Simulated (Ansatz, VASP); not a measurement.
**Nb3N: VASP beside Ansatz**

```xyz
4
Lattice="2.3773 -3.6243 0.0000 2.3773 3.6243 0.0000 0.0000 0.0000 3.9893" Properties=species:S:1:pos:R:3 pbc="T T T"
Nb    2.3773   -1.3691    0.0000
Nb    2.3773    1.3691    0.0000
Nb    0.0000    0.0000    1.9947
N     0.0000    0.0000    0.0000
```

Alike in both runs: functional PBE; k mesh 12 × 12 × 12; occupations gaussian, width 0.1 eV; no spin polarisation.

Ansatz relaxed the structure, and its values are those at the end. VASP's run is a single point on that final structure, the one shown.

|  | VASP | Ansatz |
| --- | --- | --- |
| version | VASP 6.6.1 | Ansatz 0.2.0 |
| potentials or method | VASP PAW PBE potentials, release 64 (Nb_sv, N), cutoff 520 eV | scalar-relativistic, plane waves, PAW |
| valence electrons in the cell | 44 | 44 |

|  | VASP | Ansatz | Ansatz less VASP |
| --- | --- | --- | --- |
| gap on the k mesh at the Fermi level (eV) | none | none | - |
| pressure (GPa) | -0.3 | 0.0 | +0.29 |
| rms of the force components (eV/Å) | 0.007 | 0.001 | -0.0058 |

A gap of «none» marks a metal or a gap that the smearing closes.
